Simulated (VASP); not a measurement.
# Ag (Pmmn) in VASP: notebook

The runs below take Ag through single point, relaxation of cell and atoms, with PBE.

Everything below comes from runs of VASP 6.6.1. Logs are shortened: lines on timing, memory, paths and dates and some standing lists are left out, and cuts for length are marked.

### 1 The cell of the first run

The structure is orthorhombic, space group Pmmn (No. 59). The conventional cell has a = 2.933 Å, b = 4.083 Å, c = 2.886 Å, α = 90.00°, β = 90.00°, γ = 90.00°. Ag (site symmetry mm2) has 12 Ag at 2.72 to 3.12 Å within 3.6 Å.

### 2 Single point, PBE

The input, INCAR:

```
SYSTEM = Ag
PREC     = Accurate       ! precision mode
ENCUT    = 520            ! plane-wave cutoff, eV
EDIFF    = 1E-6           ! SCF threshold, eV
ISMEAR   = 0              ! smearing method
SIGMA    = 0.1            ! smearing width, eV
LREAL    = .FALSE.        ! projectors in reciprocal space
LASPH    = .TRUE.         ! aspherical terms in the spheres
NELM     = 60             ! most SCF steps
ALGO     = Normal         ! electronic algorithm
ISIF     = 2              ! what is computed and relaxed
LWAVE    = .FALSE.        ! write WAVECAR
LCHARG   = .FALSE.        ! write CHGCAR
GGA      = PE             ! functional
NBANDS   = 18             ! bands
```

The input, KPOINTS:

```
Automatic mesh
0
G
  6 4 6
  0 0 0
```

The input, POSCAR:

```
Ag
1.0
    2.9334733900      0.0000000000      0.0000000000
    0.0000000000      4.0825593000      0.0000000000
    0.0000000000      0.0000000000      2.8863757400
Ag
2
Direct
    0.0000000000      0.0000000000      0.8189128100
    0.5000000000      0.5000000000      0.1810871900
```

Potentials or basis: VASP PAW PBE potentials, release 64 (Ag).

Started as:

```console
$ cat potpaw_PBE.64/Ag/POTCAR > POTCAR
$ mpirun -np 1 vasp_std > vasp.out
```

OUTCAR:

```text
SYSTEM = Ag
   PREC = Accurate
   ENCUT = 520
   EDIFF = 1E-6
   ISMEAR = 0
   LREAL = .FALSE.
   LASPH = .TRUE.
   NELM = 60
   ISIF = 2
   GGA = PE

 ion  position               nearest neighbor table
   1  0.000  0.000  0.819-   2 2.72   2 2.72   2 2.72   2 2.72   2 3.12   2 3.12   2 3.12   2 3.12

   2  0.500  0.500  0.181-   1 2.72   1 2.72   1 2.72   1 2.72   1 3.12   1 3.12   1 3.12   1 3.12

  LATTYP: Found a simple orthorhombic cell.
 ALAT       =     2.8863757400
 B/A-ratio  =     1.0163172276
 C/A-ratio  =     1.4144240625

  Lattice vectors:

 A1 = (   0.0000000000,   0.0000000000,   2.8863757400)
 A2 = (   2.9334733900,   0.0000000000,   0.0000000000)
 A3 = (   0.0000000000,   4.0825593000,   0.0000000000)

Analysis of symmetry for initial positions (statically):
=====================================================================
 Subroutine PRICEL returns:
 Original cell was already a primitive cell.

 Routine SETGRP: Setting up the symmetry group for a
 simple orthorhombic supercell.

 Subroutine GETGRP returns: Found  8 space group operations
 (whereof  4 operations were pure point group operations)
 out of a pool of  8 trial point group operations.

The static configuration has the point symmetry C_2v.
 The point group associated with its full space group is D_2h.

Analysis of symmetry for dynamics (positions and initial velocities):
=====================================================================
 Subroutine PRICEL returns:
 Original cell was already a primitive cell.

 Routine SETGRP: Setting up the symmetry group for a
 simple orthorhombic supercell.

 Subroutine GETGRP returns: Found  8 space group operations
 (whereof  4 operations were pure point group operations)
 out of a pool of  8 trial point group operations.

The dynamic configuration has the point symmetry C_2v.
 The point group associated with its full space group is D_2h.

 Subroutine INISYM returns: Found  8 space group operations
 (whereof  4 operations are pure point group operations),
 and found     1 'primitive' translations

----------------------------------------------------------------------------------------

                                     Primitive cell

  volume of cell :      34.5675

  direct lattice vectors                    reciprocal lattice vectors
     2.933473390  0.000000000  0.000000000     0.340892814  0.000000000  0.000000000
     0.000000000  4.082559300  0.000000000     0.000000000  0.244944391  0.000000000
     0.000000000  0.000000000  2.886375740     0.000000000  0.000000000  0.346455240

  length of vectors
     2.933473390  4.082559300  2.886375740     0.340892814  0.244944391  0.346455240

  position of ions in fractional coordinates (direct lattice)
     0.000000000  0.000000000  0.818912810
     0.500000000  0.500000000  0.181087190

  ion indices of the primitive-cell ions
   primitive index   ion index
                 1           1
                 2           2

----------------------------------------------------------------------------------------

 KPOINTS: Automatic mesh

Automatic generation of k-mesh.
 Grid dimensions read from file:
 generate k-points for:    6    4    6

 Generating k-lattice:

  Cartesian coordinates                     Fractional coordinates (reciprocal lattice)
     0.056815469  0.000000000  0.000000000     0.166666667  0.000000000  0.000000000
     0.000000000  0.061236098  0.000000000     0.000000000  0.250000000  0.000000000
     0.000000000  0.000000000  0.057742540     0.000000000  0.000000000  0.166666667

  Length of vectors
     0.056815469  0.061236098  0.057742540

  Shift w.r.t. Gamma in fractional coordinates (k-lattice)
     0.000000000  0.000000000  0.000000000

 Subroutine IBZKPT returns following result:
 ===========================================

 Found     48 irreducible k-points:

 Following reciprocal coordinates:
            Coordinates               Weight
  0.000000  0.000000  0.000000      1.000000
  0.166667  0.000000  0.000000      2.000000
  0.333333  0.000000  0.000000      2.000000
  0.500000  0.000000  0.000000      1.000000
  0.000000  0.250000  0.000000      2.000000
  0.166667  0.250000  0.000000      4.000000
[... 16 lines left out ...]
  0.333333  0.500000  0.166667      4.000000
  0.500000  0.500000  0.166667      2.000000
 [... further k-points ...]
   k-points           NKPTS =     48   k-points in BZ     NKDIM =     48   number of bands    NBANDS=     18
   number of dos      NEDOS =    301   number of ions     NIONS =      2
   total plane-waves  NPLWV =  17280
   dimension x,y,z NGX =    24 NGY =   30 NGZ =   24
   dimension x,y,z NGXF=    48 NGYF=   60 NGZF=   48
   ions per type =               2
   NGX,Y,Z   is equivalent  to a cutoff of  13.60, 12.22, 13.82 a.u.
   NGXF,Y,Z  is equivalent  to a cutoff of  27.20, 24.43, 27.65 a.u.
 SYSTEM =  Ag
   PREC   = accura    normal or accurate (medium, high low for compatibility)
   ISTART =      0    job   : 0-new  1-cont  2-samecut
   ICHARG =      2    charge: 1-file 2-atom 10-const
   ISPIN  =      1    spin polarized calculation?
   LNONCOLLINEAR =      F non collinear calculations
   LSORBIT =      F    spin-orbit coupling
   LASPH  =      T    aspherical Exc in radial PAW
   ENCUT  =  520.0 eV  38.22 Ry    6.18 a.u.   5.45  7.59  5.37*2*pi/ulx,y,z
   NELM   =     60;   NELMIN=  2; NELMDL= -5     # of ELM steps
   EDIFF  = 0.1E-05   stopping-criterion for ELM
   LREAL  =      F    real-space projection
   EDIFFG = 0.1E-04   stopping-criterion for IOM
   NSW    =      0    number of steps for IOM
   IBRION =     -1    ionic relax: 0-MD 1-quasi-New 2-CG
   NFREE  =      0    steps in history (QN), initial steepest desc. (CG)
   ISIF   =      2    stress and relaxation
   ISYM   =      2    0-nonsym 1-usesym 2-fastsym
   POTIM  = 0.5000    time-step for ionic-motion
   TEBEG  =    0.0;   TEEND  =   0.0 temperature during run
   PSTRESS=    0.0 pullay stress
   NELECT =      22.0000    total number of electrons
   NUPDOWN=      -1.0000    fix difference up-down
   EMIN   =  10.00;   EMAX   =-10.00  energy-range for DOS
   EFERMI =   0.00;   METHOD = LEGACY
   ISMEAR =     0;   SIGMA  =   0.10  broadening in eV -4-tet -1-fermi 0-gaus
   EFERMI_NEDOS =   21; number of points for ismear=-14 and -15
   IALGO  =     38    algorithm
   IMIX   =      4    mixing-type and parameters
     AMIX     =   0.40;   BMIX     =  1.00
     AMIX_MAG =   1.60;   BMIX_MAG =  1.00
  volume/ion in A,a.u.               =      17.28       116.64
  Fermi-wavevector in a.u.,A,eV,Ry     =   1.408186  2.661085 26.980170  1.982987
  Thomas-Fermi vector in A             =   2.530369
   LORBIT       =      0    0 simple, 1 ext, 2 COOP (PROOUT), +10 PAW based schemes
   GGA     = PE    functional components
   LHFCALC =     F    Hartree Fock is set to
   AEXX    =    0.0000 exact exchange contribution
   IVDW    =     0    specifies the selected vdW correction
   LEPSILON=     F    determine dielectric tensor
   LRPA    =     F    only Hartree local field effects (RPA)
 non-spin polarized calculation
 Gauss-broadening in eV      SIGMA  =   0.10
  energy-cutoff  :      520.00
  volume of cell :       34.57
 maximum number of plane-waves:       946
 NGX is ok and might be reduce to    24
   NGX = 11   NGY = 15   NGZ = 11

 number of electron      22.0000000 magnetization

 Free energy of the ion-electron system (eV)
  ---------------------------------------------------
  ext. energy  EPLUGINS =         0.00000000
  ---------------------------------------------------
  free energy    TOTEN  =        -5.19587430 eV

  energy without entropy =       -5.19127812  energy(sigma->0) =       -5.19357621

 E-fermi :   8.3269     XC(G=0): -12.1105

 val. band max:        8.2179855354   @ k =   0.0000   0.0000   0.5000
 cond. band min:       8.3537310541   @ k =   0.0000   0.2500   0.1667
 fundamental gap:      0.1357455187
 Fermi energy:         8.3268984982

 k-point     1 :       0.0000    0.0000    0.0000
  band No.  band energies     occupation
      1       0.5817      2.00000
      2       1.7936      2.00000
      3       2.1699      2.00000
      4       3.1551      2.00000
      5       3.2772      2.00000
      6       3.7588      2.00000
[... 10 lines left out ...]
     17      24.7286      0.00000
     18      24.9099      0.00000

 k-point     2 :       0.1667    0.0000    0.0000
  band No.  band energies     occupation
      1       1.1277      2.00000
      2       2.1223      2.00000
      3       2.3182      2.00000
      4       3.0137      2.00000
      5       3.3334      2.00000
      6       3.7527      2.00000
[... 10 lines left out ...]
     17      23.9917      0.00000
     18      24.6815      0.00000

 k-point     3 :       0.3333    0.0000    0.0000
  band No.  band energies     occupation
      1       2.3750      2.00000
      2       2.5048      2.00000
      3       2.8094      2.00000
      4       2.9630      2.00000
      5       3.2422      2.00000
      6       3.3761      2.00000
[... 10 lines left out ...]
     17      22.5197      0.00000
     18      23.9473      0.00000

 k-point     4 :       0.5000    0.0000    0.0000
  band No.  band energies     occupation
      1       2.7958      2.00000
      2       2.7958      2.00000
      3       2.8893      2.00000
      4       2.8893      2.00000
      5       3.2723      2.00000
      6       3.2723      2.00000
[... 375 lines left out ...]
      4       3.0454      2.00000
      5       3.3073      2.00000
      6       3.3073      2.00000
[... 10 lines left out ...]
     17      24.8810      0.00000
     18      24.8810      0.00000

 k-point    23 :       0.3333    0.5000    0.1667
  band No.  band energies     occupation
      1       2.4497      2.00000
      2       2.4497      2.00000
      3       3.2323      2.00000
      4       3.2323      2.00000
      5       3.8208      2.00000
      6       3.8208      2.00000
[... 10 lines left out ...]
     17      25.3347      0.00000
     18      25.3347      0.00000

 k-point    24 :       0.5000    0.5000    0.1667
  band No.  band energies     occupation
      1       2.2235      2.00000
      2       2.2235      2.00000
      3       3.4382      2.00000
      4       3.4382      2.00000
      5       3.5781      2.00000
      6       3.5781      2.00000
[... 10 lines left out ...]
     17      23.2119      0.00000
     18      23.2119      0.00000

 [... further k-points ...]

------------------------ aborting loop because EDIFF is reached ----------------------------------------

  FORCE on cell =-STRESS in cart. coord.  units (eV):
  Direction    XX          YY          ZZ          XY          YZ          ZX
  --------------------------------------------------------------------------------------
  -------------------------------------------------------------------------------------
  Total        1.4534866      2.1444398      0.6251590      0.0000000      0.0000000      0.0000000
  in kB       67.3680698     99.3932567     28.9756723      0.0000000      0.0000000      0.0000000
  external PRESSURE =      65.2456663 kB  Pullay stress =       0.0000000 kB

 VOLUME and BASIS-vectors are now :
 -----------------------------------------------------------------------------
  energy-cutoff  :      520.00
  volume of cell :       34.57
      direct lattice vectors                 reciprocal lattice vectors
     2.933473390  0.000000000  0.000000000     0.340892814  0.000000000  0.000000000
     0.000000000  4.082559300  0.000000000     0.000000000  0.244944391  0.000000000
     0.000000000  0.000000000  2.886375740     0.000000000  0.000000000  0.346455240

 POSITION                                       TOTAL-FORCE (eV/Angst)
 -----------------------------------------------------------------------------------
      0.00000      0.00000      2.36369         0.000000      0.000000     -0.905594
      1.46674      2.04128      0.52269         0.000000      0.000000      0.905594
 -----------------------------------------------------------------------------------
    total drift:                                0.000000     -0.000000      0.000000

  FREE ENERGIE OF THE ION-ELECTRON SYSTEM (eV)
  ---------------------------------------------------
  free  energy   TOTEN  =        -5.1958742973 eV

  energy  without entropy=       -5.1912781159  energy(sigma->0) =       -5.19357621
```

Wall time 7.8 s (1 thread of Intel Xeon 6975P-C (Granite Rapids), shared host); peak memory 0.15 GiB.

What came out:

```
Free energy            : -5.1959 eV
Pressure               : 6.5 GPa
Largest force          : 0.906 eV/Å
Band gap on the k mesh : zero (band 11 reaches 13.56 eV, above the bottom of band 12 at 5.02 eV)
```

Forces on the atoms (eV/Å):
```
Ag   0.000  0.000 -0.906
Ag   0.000  0.000  0.906
```

Levels at points of the mesh, in eV from the Fermi level:
```
           k point  band 7  band 8  band 9  band 10  band 11  band 12  band 13  band 14  band 15  band 16
(0.00, 0.00, 0.00)   -3.87   -3.77   -3.24    -3.23    -2.69     1.66     6.70    10.16    11.64    15.53
(0.50, 0.00, 0.00)   -3.82   -3.82   -3.56    -3.56    -0.78    -0.78     9.14     9.14     9.21     9.21
(0.00, 0.50, 0.00)   -4.21   -4.21   -3.40    -3.40    -3.31    -3.31    13.39    13.39    14.16    14.16
(0.50, 0.50, 0.00)   -3.38   -3.38   -3.10    -3.10    -0.48    -0.48     3.40     3.40    15.86    15.86
(0.00, 0.00, 0.50)   -4.40   -4.36   -4.17    -3.12    -1.01    -0.11     7.88     8.23    10.60    10.68
(0.50, 0.00, 0.50)   -2.97   -2.97   -2.88    -2.88     1.74     1.74     6.16     6.16    10.91    10.91
(0.00, 0.50, 0.50)   -3.13   -3.13   -3.11    -3.11    -0.17    -0.17     3.35     3.35    15.26    15.26
(0.50, 0.50, 0.50)   -3.57   -3.57   -2.90    -2.90     5.23     5.23     5.29     5.29     7.44     7.44
```

Caveat: the k points lie up to 0.38 Å⁻¹ apart.

### 3 Relaxation of cell and atoms, PBE

The input, INCAR:

```
SYSTEM = Ag
PREC = Accurate ; ENCUT = 600
EDIFF = 1E-6 ; ISMEAR = 0
SIGMA = 0.1 ; LREAL = .FALSE.
LASPH = .TRUE. ; NELM = 60
ALGO = Normal ; ISIF = 3
LWAVE = .FALSE. ; LCHARG = .FALSE.
GGA = PE ; IBRION = 2
NSW = 90 ; EDIFFG = -0.04
```

The input, KPOINTS:

```
regular mesh
0
G
  6 4 6
  0 0 0
```

POSCAR is that of step 2.

Potentials or basis: VASP PAW PBE potentials, release 64 (Ag).

Started as:

```console
$ cat potpaw_PBE.64/Ag/POTCAR > POTCAR
$ mpirun -np 1 vasp_std > vasp.out
```

It took 70 s on 1 thread of Intel Xeon 6975P-C (Granite Rapids), shared host; peak memory 0.17 GiB.

The run converged. Its results:

| Quantity | Value |
| --- | --- |
| Free energy | -5.3935 eV |
| Relaxed volume | 17.80 Å³/atom |
| Relaxed cell | a = 2.860 Å, b = 4.347 Å, c = 2.864 Å, α = 90.00°, β = 90.00°, γ = 90.00° |
| Space group after relaxing (to 0.05 Å) | I4/mmm (No. 139) |
| Energy gained by relaxing | 98.9 meV/atom |
| Ionic steps | 13 |
| Pressure after relaxing | 0.0 GPa |
| Band gap on the k mesh | zero (band 11 reaches 13.64 eV, above the bottom of band 12 at 4.59 eV) |

Forces in eV/Å, atoms in the order of the input:
```
Ag   0.000  0.000 -0.003
Ag   0.000  0.000  0.003
```

Stress tensor (GPa, compression positive):
```
 0.23  0.00  0.00
 0.00 -0.30  0.00
 0.00  0.00  0.13
```

The path:
```
step  energy change (eV)  largest force (eV/Å)  pressure (GPa)  volume (Å³)
   1              0.0000                0.9050            6.48        34.57
   2             -0.0881                0.3798           -3.75        38.17
   3             -0.0921                0.4572           -2.25        37.45
   4             -0.1335                0.3511           -1.45        36.77
   5             -0.1672                0.1573            1.77        35.23
   6             -0.1692                0.2014            0.91        35.54
   7             -0.1841                0.1267           -0.30        35.88
   8             -0.1901                0.0872           -1.12        36.13
   9             -0.1860                0.0322           -2.30        36.63
  10             -0.1918                0.0465           -1.59        36.30
  11             -0.1936                0.0421            1.03        35.26
  12             -0.1966                0.0014           -0.18        35.70
  13             -0.1979                0.0030            0.02        35.61
```

Final structure:
```cif
data_structure
_symmetry_space_group_name_H-M 'P 1'
_symmetry_Int_Tables_number 1
_cell_length_a 2.8604
_cell_length_b 4.3474
_cell_length_c 2.8635
_cell_angle_alpha 90.000
_cell_angle_beta 90.000
_cell_angle_gamma 90.000
_cell_volume 35.61
loop_
_atom_site_label
_atom_site_type_symbol
_atom_site_fract_x
_atom_site_fract_y
_atom_site_fract_z
_atom_site_occupancy
Ag1 Ag 0.00000 0.00000 0.75033 1
Ag2 Ag 0.50000 0.50000 0.24967 1
```

Levels at points of the mesh, in eV from the Fermi level:
```csv
k point,band 9,band 10,band 11,band 12,band 13,band 14
"(0.00, 0.00, 0.00)",-2.99,-2.81,-2.81,0.91,5.30,11.28
"(0.50, 0.00, 0.00)",-3.60,-3.60,-0.30,-0.30,8.28,8.28
"(0.00, 0.50, 0.00)",-3.75,-3.75,-3.25,-3.25,13.92,13.92
"(0.50, 0.50, 0.00)",-2.89,-2.89,-0.27,-0.27,3.39,3.39
"(0.00, 0.00, 0.50)",-3.60,-3.60,-0.32,-0.31,8.26,8.27
"(0.50, 0.00, 0.50)",-2.62,-2.62,2.05,2.05,6.99,6.99
"(0.00, 0.50, 0.50)",-2.90,-2.90,-0.28,-0.28,3.38,3.38
"(0.50, 0.50, 0.50)",-2.62,-2.62,5.80,5.80,5.80,5.80
```

Caveat: the k points lie up to 0.37 Å⁻¹ apart in the final cell.
